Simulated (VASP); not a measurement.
# Na3Zn2N (P4/mmm) in VASP: further runs, part 2 of 2

VASP 6.6.1.

**3. Single point, PBE, collinear spin, ferromagnetic start**

This run uses another cell than the first one, of 30.93 Å³/atom.

INCAR reads:

```
SYSTEM = Na3Zn2N
PREC = Accurate ; ENCUT = 520
EDIFF = 1E-7 ; ISMEAR = 0
SIGMA = 0.1 ; LREAL = .FALSE.
LASPH = .TRUE. ; NELM = 150
ALGO = Normal ; ISIF = 2
LWAVE = .FALSE. ; LCHARG = .TRUE.
ISPIN = 2 ; MAGMOM = 0 0 0 0 0 1
LORBIT = 11 ; GGA = PE
LELF = .TRUE. ; LVHAR = .TRUE.
NBANDS = 38
```

KPOINTS reads:

```
regular mesh
0
G
  4 4 2
  0 0 0
```

POSCAR reads:

```
Na3Zn2N
1.0
    3.9291739652      0.0000000000      0.0000000000
    0.0000000000      3.9291739652      0.0000000000
    0.0000000000      0.0000000000     12.0188245068
Na Zn N
3 2 1
Direct
    0.5000000000      0.5000000000      0.5000000000
    0.0000000000      0.0000000000      0.0000000000
    0.0000000000      0.0000000000      0.5000000000
    0.0000000000      0.0000000000      0.7395677576
    0.0000000000      0.0000000000      0.2604322424
    0.5000000000      0.5000000000      0.0000000000
```

Potentials or basis: VASP PAW PBE potentials, release 64 (Na_pv, Zn, N).

Started as:

```
> cat potpaw_PBE.64/Na_pv/POTCAR potpaw_PBE.64/Zn/POTCAR potpaw_PBE.64/N/POTCAR > POTCAR
> mpirun -np 1 vasp_std > vasp.out
```

OUTCAR:

```text
SYSTEM = Na3Zn2N
   PREC = Accurate
   ENCUT = 520
   EDIFF = 1E-7
   ISMEAR = 0
   LREAL = .FALSE.
   LASPH = .TRUE.
   NELM = 150
   ISIF = 2
   ISPIN = 2
   LORBIT = 11
   GGA = PE

 ion  position               nearest neighbor table
   1  0.500  0.500  0.500-   3 2.78   3 2.78   3 2.78   3 2.78
   2  0.000  0.000  0.000-
   3  0.000  0.000  0.500-   1 2.78   1 2.78   1 2.78   1 2.78   5 2.88   4 2.88
   4  0.000  0.000  0.740-   3 2.88
   5  0.000  0.000  0.260-   3 2.88
   6  0.500  0.500  0.000-

  LATTYP: Found a simple tetragonal cell.
 ALAT       =     3.9291739652
 C/A-ratio  =     3.0588679995

  Lattice vectors:

 A1 = (   3.9291739652,   0.0000000000,   0.0000000000)
 A2 = (   0.0000000000,   3.9291739652,   0.0000000000)
 A3 = (   0.0000000000,   0.0000000000,  12.0188245068)

Analysis of symmetry for initial positions (statically):
=====================================================================
 Subroutine PRICEL returns:
 Original cell was already a primitive cell.

 Routine SETGRP: Setting up the symmetry group for a
[... 1157 lines left out ...]
  Total       -0.1664535     -0.1664535      0.1249500      0.0000000      0.0000000      0.0000000
  in kB       -1.4372723     -1.4372723      1.0789025      0.0000000      0.0000000      0.0000000
  external PRESSURE =      -0.5985473 kB  Pullay stress =       0.0000000 kB

 VOLUME and BASIS-vectors are now :
 -----------------------------------------------------------------------------
  energy-cutoff  :      520.00
  volume of cell :      185.55
      direct lattice vectors                 reciprocal lattice vectors
     3.929173965  0.000000000  0.000000000     0.254506420  0.000000000  0.000000000
     0.000000000  3.929173965  0.000000000     0.000000000  0.254506420  0.000000000
     0.000000000  0.000000000 12.018824507     0.000000000  0.000000000  0.083202812

 POSITION                                       TOTAL-FORCE (eV/Angst)
 -----------------------------------------------------------------------------------
      1.96459      1.96459      6.00941        -0.000000      0.000000      0.000000
      0.00000      0.00000      0.00000        -0.000000      0.000000      0.000000
      0.00000      0.00000      6.00941        -0.000000      0.000000      0.000000
      0.00000      0.00000      8.88874        -0.000000      0.000000      0.027862
      0.00000      0.00000      3.13009         0.000000      0.000000     -0.027862
      1.96459      1.96459      0.00000        -0.000000      0.000000      0.000000
 -----------------------------------------------------------------------------------
    total drift:                                0.000000      0.000000      0.000000

  FREE ENERGIE OF THE ION-ELECTRON SYSTEM (eV)
  ---------------------------------------------------
  free  energy   TOTEN  =        -8.0948171010 eV

  energy  without entropy=       -8.0679856380  energy(sigma->0) =       -8.08140137

 total charge

# of ion       s       p       d       tot
------------------------------------------
    1        0.156   5.960   0.000   6.116
    2        0.055   5.970   0.000   6.025
    3        0.132   5.993   0.000   6.125
    4        0.803   0.063   9.734  10.600
    5        0.803   0.063   9.734  10.600
    6        1.324   2.029   0.000   3.352
--------------------------------------------------
tot          3.271  20.079  19.468  42.819

 magnetization (x)

# of ion       s       p       d       tot
------------------------------------------
    1       -0.001  -0.000   0.000  -0.001
    2        0.002  -0.002   0.000   0.000
    3       -0.001   0.001   0.000   0.000
    4        0.001   0.002   0.000   0.003
    5        0.001   0.002   0.000   0.003
    6        0.006   0.174   0.000   0.180
--------------------------------------------------
tot          0.009   0.176   0.000   0.186
```

OSZICAR:

```text
N       E                     dE             d eps       ncg     rms          rms(c)
DAV:   1     0.404002832920E+03    0.40400E+03   -0.23719E+04  1824   0.138E+03
DAV:   2     0.349086213150E+02   -0.36909E+03   -0.35449E+03  1858   0.374E+02
[... 23 lines left out ...]
DAV:  26    -0.809482106215E+01   -0.56735E-04   -0.53784E-05  1948   0.287E-02    0.521E-02
DAV:  27    -0.809481242830E+01    0.86338E-05   -0.52141E-06  1746   0.921E-03    0.417E-02
DAV:  28    -0.809480834251E+01    0.40858E-05   -0.84497E-06  1768   0.845E-03    0.919E-03
DAV:  29    -0.809481624532E+01   -0.79028E-05   -0.47666E-06  1676   0.114E-02    0.213E-03
DAV:  30    -0.809481709605E+01   -0.85072E-06   -0.67466E-07  1616   0.496E-03    0.127E-03
DAV:  31    -0.809481710098E+01   -0.49313E-08   -0.28376E-08  1364   0.111E-03
   1 F= -.80948171E+01 E0= -.80814014E+01  d E =-.268315E-01  mag=     0.3767
```

stdout:

```text
POSCAR found type information on POSCAR NaZnN
 POSCAR found :  3 types and       6 ions
 scaLAPACK will be used
 LDA part: xc-table for (Slater+PW92), standard interpolation
 POSCAR, INCAR and KPOINTS ok, starting setup
 FFT: planning ... GRIDC
 FFT: planning ... GRID_SOFT
 FFT: planning ... GRID
 WAVECAR not read
 entering main loop
```

It took 8.8 min on 1 thread of AMD EPYC 7R43 (Zen 3), shared host; peak memory 0.37 GiB.

What came out:

| Item | Value |
| --- | --- |
| Free energy | -8.0948 eV |
| Pressure | -0.1 GPa |
| Largest force | 0.028 eV/Å |
| Net moment | 0.38 μB per cell |
| Site moments | Na -0.00, +0.00 (each value once); Zn +0.00; N +0.18 μB |
| Valence electrons inside the program's atomic spheres | Na 6.12, 6.03 (each value once); Zn 10.60; N 3.35 |

Forces on the atoms (eV/Å):
```
Na   0.000  0.000  0.000
Na   0.000  0.000  0.000
Na   0.000  0.000  0.000
Zn   0.000  0.000  0.028
Zn   0.000  0.000 -0.028
N    0.000  0.000  0.000
```

Stress tensor (GPa, compression positive):
```
-0.14  0.00  0.00
 0.00 -0.14  0.00
 0.00  0.00  0.11
```

Levels at points of the mesh, in eV from the Fermi level:
Spin up:
| k point | band 21 | band 22 | band 23 | band 24 | band 25 | band 26 | band 27 | band 28 | band 29 | band 30 |
| --- | --- | --- | --- | --- | --- | --- | --- | --- | --- | --- |
| (0.00, 0.00, 0.00) | -4.49 | -3.99 | -1.58 | -1.43 | 0.41 | 0.41 | 1.19 | 2.53 | 4.93 | 4.98 |
| (0.50, 0.00, 0.00) | -3.02 | -2.64 | -1.37 | -0.98 | -0.87 | 0.47 | 0.47 | 0.61 | 2.07 | 2.10 |
| (0.50, 0.50, 0.00) | -1.64 | -1.42 | -1.11 | -0.50 | -0.50 | 0.78 | 0.78 | 1.62 | 1.62 | 2.19 |
| (0.00, 0.00, 0.50) | -4.51 | -3.93 | -2.01 | -0.77 | 0.41 | 0.41 | 0.54 | 3.46 | 4.84 | 4.93 |
| (0.50, 0.00, 0.50) | -2.96 | -2.74 | -1.41 | -0.80 | -0.74 | 0.28 | 0.31 | 0.47 | 2.33 | 2.34 |
| (0.50, 0.50, 0.50) | -1.61 | -1.45 | -1.11 | -0.49 | -0.49 | 0.72 | 0.72 | 1.74 | 1.74 | 2.40 |
Spin down:
```tsv
k point	band 23	band 24	band 25	band 26	band 27	band 28
(0.00, 0.00, 0.00)	-1.58	-0.07	-0.07	0.07	2.04	2.60
(0.50, 0.00, 0.00)	-1.27	-0.87	-0.01	0.03	0.52	1.36
(0.50, 0.50, 0.00)	-0.89	-0.89	0.76	0.76	1.30	1.62
(0.00, 0.00, 0.50)	-1.66	-0.07	-0.07	0.58	0.99	3.83
(0.50, 0.00, 0.50)	-1.13	-0.91	-0.01	0.28	0.31	0.84
(0.50, 0.50, 0.50)	-0.89	-0.89	0.72	0.72	1.29	1.71
```

Caveat: the k points lie up to 0.40 Å⁻¹ apart; a moment this small can come from the mesh or the smearing.
